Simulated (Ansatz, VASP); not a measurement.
**Two plane-wave programs on KTaO3**

Contents of INCAR:

```
ALGO = Normal ; EDIFF = 1E-6
ENCUT = 520 ; GGA = PS
ISIF = 2 ; ISMEAR = 0
LASPH = T ; LCHARG = F
LREAL = F ; LWAVE = F
NBANDS = 27 ; NELM = 80
PREC = Accurate ; SIGMA = 0.05
```

The input KPOINTS:

```
k-points
0
Gamma
  8 8 8
```

POSCAR

```
KTaO3
1.0
    4.5831618048      0.0000000000      0.0000000000
    0.0000000000      3.9853580911      0.0000000000
    0.0000000000      0.0000000000      3.7661633961
K Ta O
1 1 3
Direct
    0.5000000000      0.5000000000      0.5000000000
    0.0000000000      0.0000000000      0.0000000000
    0.5000000000      0.0000000000      0.0000000000
    0.0000000000      0.5000000000      0.0000000000
    0.0000000000      0.0000000000      0.5000000000
```

Input for Ansatz:

```yaml
crystal:
  lattice:
    - [4.5831618048, 0.0, 0.0]
    - [0.0, 3.9853580911, 0.0]
    - [0.0, 0.0, 3.7661633961]
  atoms:
    - { symbol: K, position: [0.5, 0.5, 0.5] }
    - { symbol: Ta, position: [0.0, 0.0, 0.0] }
    - { symbol: O, position: [0.5, 0.0, 0.0] }
    - { symbol: O, position: [0.0, 0.5, 0.0] }
    - { symbol: O, position: [0.0, 0.0, 0.5] }
basis:
  ecutwfc: 520.0
kpoints:
  mp_grid: { grid: [8, 8, 8] }
hamiltonian:
  xc: pbesol
  pseudopotentials: { kind: paw }
scf:
  occupations: { method: gaussian, width: 0.05 }
output:
  forces: true
  stress: true
  eigenvalues: true
```

Change from the starting cell: normal strain along x +0.1500, normal strain along z -0.0550.

Alike in both runs: task single point; functional PBEsol; k mesh 8 × 8 × 8; occupations gaussian, width 0.05 eV; no spin polarisation.

```csv
,VASP,Ansatz
version,VASP 6.6.1,Ansatz 0.2.0
potentials or method,"VASP PAW PBE potentials, release 64 (K_sv, Ta_pv, O), cutoff 520 eV","scalar-relativistic, plane waves, PAW"
valence electrons in the cell,38,40
```

Ansatz gave:

```
gap on the k mesh at the Fermi level (eV)                     : 1.59
least direct gap on the mesh (eV)                             : 1.79
pressure (GPa)                                                : -4.8
traceless stress, the component that is largest in VASP (GPa) : -25.51
```

Q: Estimate VASP's values.

A: gap on the k mesh at the Fermi level (eV): 1.56; least direct gap on the mesh (eV): 1.76; pressure (GPa): -4.2; traceless stress, the component that is largest in VASP (GPa): -25.99.

VASP's potentials were made for PBE, not for PBEsol. VASP's potentials hold 38 valence electrons a cell and Ansatz's 40, so a difference there can come from the potentials and not from the codes.

Spin-orbit coupling is off throughout.
